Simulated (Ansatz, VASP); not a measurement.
## AlRu in VASP and in Ansatz

```
Al Ru
1.0
     3.00154    0.00000    0.00000
     0.00000    3.00154    0.00000
     0.00000    0.00000    3.00154
Al Ru
1 1
Cartesian
  0.0000 0.0000 0.0000
  1.5008 1.5008 1.5008
```

Change from the starting cell: volume scaled by 1.01, crystal datasets.

Alike in both runs: task electric field gradients; functional PBEsol; k mesh 12 × 12 × 12; occupations fermi-dirac, width 0.05 eV; no spin polarisation.

|  | VASP | Ansatz |
| --- | --- | --- |
| version | VASP 6.6.1 | Ansatz 0.2.0 |
| potentials or method | VASP PAW PBE potentials, release 64 (Al, Ru_pv), cutoff 520 eV | all-electron PAW with datasets made for the crystal, scalar-relativistic |

VASP gave:

* pressure (GPa): -5.3

Estimate Ansatz's values.

pressure (GPa): -5.4.

VASP's potentials were made for PBE, not for PBEsol. Ansatz ran all-electron here, and VASP with PAW potentials.
